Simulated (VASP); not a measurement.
## HfN: single point with PBE

HfN:

```
Hf N
1.0
     0.00000    2.22551    2.22551
     2.22551    0.00000    2.22551
     2.22551    2.22551    0.00000
Hf N
1 1
Direct
  0.00000 0.00000 0.00000
  0.50000 0.50000 0.50000
```

```json
{
 "Program": "VASP 6.6.1",
 "Task": "single point",
 "Functional": "PBE",
 "Potentials or basis": "VASP PAW PBE potentials, release 64 (Hf_pv, N)",
 "Cutoff": "520 eV",
 "k mesh": "9 × 9 × 9",
 "Occupations": "fermi-dirac, width 0.1 eV",
 "Spin": "no spin polarisation",
 "Dipole correction": "no",
 "Further INCAR settings": "ALGO = Normal; EDIFF = 1e-07; NBANDS = 14"
}
```

- Pressure: 17.0 GPa

Levels at points of the mesh, in eV from the Fermi level:
```
           k point  band 6  band 7  band 8  band 9  band 10  band 11
(0.00, 0.00, 0.00)   -3.07   -3.07   -0.36   -0.36    -0.36     2.09
```

Run time: 10 s on 1 thread of Intel Xeon 6975P-C, with other jobs on the host, peak memory 0.14 GiB.

Caveat: spin-orbit coupling is left out, which moves the levels of the heavy elements.
